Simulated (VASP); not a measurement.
**Zr: single point with PBE**

Crystal: Zr.

```
CELL_PARAMETERS angstrom
0.00000 2.25500 2.25500
2.25500 0.00000 2.25500
2.25500 2.25500 0.00000
ATOMIC_POSITIONS crystal
Zr 0.00000 0.00000 0.00000
```

```yaml
Program: VASP 6.6.1
Task: single point
Functional: PBE
Potentials_or_basis: VASP PAW PBE potentials, release 64 (Zr_sv)
Cutoff: 500 eV
k_mesh: 8 × 8 × 8
Occupations: gaussian, width 0.1 eV
Spin: no spin polarisation
Dipole_correction: no
Further_INCAR_settings: ALGO = Normal; EDIFF = 1e-06; NBANDS = 12
```

The pressure is 0.7 GPa and the band gap on the k mesh is zero (band 6 reaches 10.05 eV, above the bottom of band 7 at 8.67 eV).

Levels at points of the mesh, in eV from the Fermi level:
```
           k point  band 4  band 5  band 6  band 7  band 8  band 9
(0.00, 0.00, 0.00)  -26.16   -5.57    0.99    0.99    0.99    3.45
(0.50, 0.00, 0.00)  -26.29   -2.97    0.81    0.81    1.16    5.27
(0.50, 0.50, 0.00)  -26.51   -3.03   -2.22    3.08    5.28    5.79
```

It took 6.1 s on 1 thread of AMD EPYC 7R43 64-Core Processor (Zen 3), on a shared host, peak memory 0.1 GiB.
